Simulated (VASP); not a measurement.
**NaF: single point with PBEsol**

NaF:

```
Na F
1.0
     0.00000    2.25037    2.25037
     2.25037    0.00000    2.25037
     2.25037    2.25037    0.00000
Na F
1 1
Direct
  0.00000 0.00000 0.00000
  0.50000 0.50000 0.50000
```

```json
{"Program": "VASP 6.6.1", "Task": "single point", "Functional": "PBEsol", "Potentials or basis": "VASP PAW PBE potentials, release 64 (Na_pv, F)", "Cutoff": "600 eV", "k mesh": "10 × 10 × 10", "Occupations": "fermi-dirac, width 0.05 eV", "Spin": "no spin polarisation", "Dipole correction": "no", "Further INCAR settings": "ALGO = Normal; EDIFF = 1e-06; NBANDS = 14"}
```

The pressure is 4.9 GPa and the band gap on the k mesh is 6.64 eV.

Levels at points of the mesh, in eV from the valence-band top:
| k point | band 4 | band 5 | band 6 | band 7 | band 8 | band 9 | band 10 | band 11 |
| --- | --- | --- | --- | --- | --- | --- | --- | --- |
| (0.00, 0.00, 0.00) | -18.52 | 0.00 | 0.00 | 0.00 | 6.64 | 19.46 | 19.46 | 19.46 |
| (0.50, 0.00, 0.00) | -17.76 | -1.82 | -0.31 | -0.31 | 11.14 | 13.08 | 20.93 | 20.93 |
| (0.50, 0.50, 0.00) | -18.59 | -1.44 | -0.45 | -0.45 | 13.37 | 13.71 | 14.41 | 20.79 |

Run time: 31 s on 1 thread of Intel Xeon 8259CL, on a shared host, peak memory 0.16 GiB.

Caveat: the cell stands under pressure; the PAW data sets were made with another functional, which shifts forces and pressure a little. A hybrid or GW would open this gap; PBEsol tends to underestimate it.
